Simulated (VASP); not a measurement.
The system is Rh.

```xyz
2
Lattice="2.7310 0.0000 0.0000 -1.3655 2.3651 0.0000 0.0000 0.0000 4.4285" Properties=species:S:1:pos:R:3 pbc="T T T"
Rh    1.3655    0.7884    3.3214
Rh    0.0000    1.5767    1.1071
```

Base run:

| Quantity | Value |
| --- | --- |
| Program | VASP 6.6.1 |
| Functional | LDA |
| Potentials or basis | VASP PAW LDA potentials, release 64 (Rh_pv) |
| Cutoff | 520 eV |
| k mesh | 16 × 16 × 9 |
| Occupations | fermi-dirac, width 0.05 eV |
| Spin | collinear spin, ferromagnetic start |
| Starting moments | [0.5, 0.5] μB |
| Fixed moment | 1 μB |

Its results: pressure -17.3 GPa; site moments Rh +0.49 μB.

Q: The run is repeated on the same cell with these changes: fixed moment from 1 μB to 2.4 μB; moments at the start from [0.5, 0.5] to [1.2, 1.2]. What comes out?

A: Pressure -10.4 GPa; site moments Rh +1.18 μB.

Caveats: the total moment is fixed, so each spin has its own Fermi level.
